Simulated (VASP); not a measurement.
Here is a VASP 6.6.1 calculation.

The input INCAR:

```
SYSTEM = FeO
PREC     = Accurate       ! precision mode
ENCUT    = 700            ! plane-wave cutoff, eV
EDIFF    = 1E-6           ! SCF threshold, eV
ISMEAR   = -1             ! smearing method
SIGMA    = 0.05           ! smearing width, eV
LREAL    = .False.        ! projectors in reciprocal space
LASPH    = .True.         ! aspherical terms in the spheres
NELM     = 200            ! most SCF steps
ALGO     = Normal         ! electronic algorithm
ISIF     = 2              ! what is computed and relaxed
LWAVE    = .False.        ! write WAVECAR
LCHARG   = .False.        ! write CHGCAR
ISPIN    = 2              ! spin polarisation
MAGMOM   = 3 3 0 0        ! initial moments
LORBIT   = 11             ! projections on sites
LMAXMIX  = 4              ! l up to which the mixer works
GGA      = PE             ! functional
NBANDS   = 34             ! bands
GGA_COMPAT= .False.
```

Contents of KPOINTS:

```
Automatic mesh
0
Gamma
  9 9 5
  0 0 0
```

File POSCAR:

```
FeO
1.0
    3.1056305412      0.0000000000      0.0000000000
    0.0000000000      3.1056305412      0.0000000000
    0.0000000000      0.0000000000      5.5713801170
Fe O
2 2
Direct
    0.5000000000      0.0000000000      0.5000000000
    0.0000000000      0.5000000000      0.0000000000
    0.5000000000      0.5000000000      0.2500000000
    0.5000000000      0.5000000000      0.7500000000
```

Potentials or basis: VASP PAW PBE potentials, release 64 (Fe_sv, O).

The run is started by

```console
$ cat potpaw_PBE.64/Fe_sv/POTCAR potpaw_PBE.64/O/POTCAR > POTCAR
$ mpirun -np 1 vasp_std > vasp.out
```

Q: What does it give for the pressure?

A: -13.9 GPa.

Q: What does it give for the site moments?

A: Fe +3.46; O +0.25 μB.

Q: Estimate the net moment.

A: 7.91 μB per cell.

Stress tensor (GPa, compression positive):
```
-11.79   0.00   0.00
  0.00 -11.79   0.00
  0.00   0.00 -18.06
```

Caveat: the stress differs along the axes, from -18 to -12 GPa; the run started ferromagnetic, and an antiferromagnetic order may lie lower in energy.
